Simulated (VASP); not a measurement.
## H6Os: single point with PBE

Crystal: H6Os.

```xyz
7
Lattice="0.0000 3.7276 3.7276 3.7276 0.0000 3.7276 3.7276 3.7276 0.0000" Properties=species:S:1:pos:R:3 pbc="T T T"
H     1.8638    3.7276    3.7276
H     5.5914    3.7276    3.7276
H     3.7276    1.8638    3.7276
H     3.7276    5.5914    3.7276
H     3.7276    3.7276    1.8638
H     3.7276    3.7276    5.5914
Os    0.0000    0.0000    0.0000
```

```
Program             : VASP 6.6.1
Task                : single point
Functional          : PBE
Potentials or basis : VASP PAW PBE potentials, release 64 (H, Os)
Cutoff              : 520 eV
k mesh              : 4 × 4 × 4
Occupations         : gaussian, width 0.1 eV
Spin                : no spin polarisation
```

The pressure is -10.6 GPa. The band gap on the k mesh is zero (band 7 reaches -3.65 eV, above the bottom of band 8 at -3.70 eV).

Levels at points of the mesh, in eV from the Fermi level:
| k point | band 4 | band 5 | band 6 | band 7 | band 8 | band 9 | band 10 | band 11 |
| --- | --- | --- | --- | --- | --- | --- | --- | --- |
| (0.00, 0.00, 0.00) | -0.14 | -0.14 | -0.14 | 0.04 | 0.04 | 0.04 | 6.19 | 6.79 |
| (0.50, 0.00, 0.00) | -1.99 | -0.10 | -0.05 | -0.05 | 0.40 | 0.40 | 5.51 | 5.51 |
| (0.50, 0.50, 0.00) | -0.96 | -0.41 | -0.41 | -0.22 | 0.03 | 0.03 | 3.57 | 6.97 |

It took 22 s on 1 thread of Intel Xeon 6975P-C (shared host), peak memory 0.23 GiB.

Caveat: the k points lie up to 0.36 Å⁻¹ apart; spin-orbit coupling is left out, which moves the levels of the heavy elements.
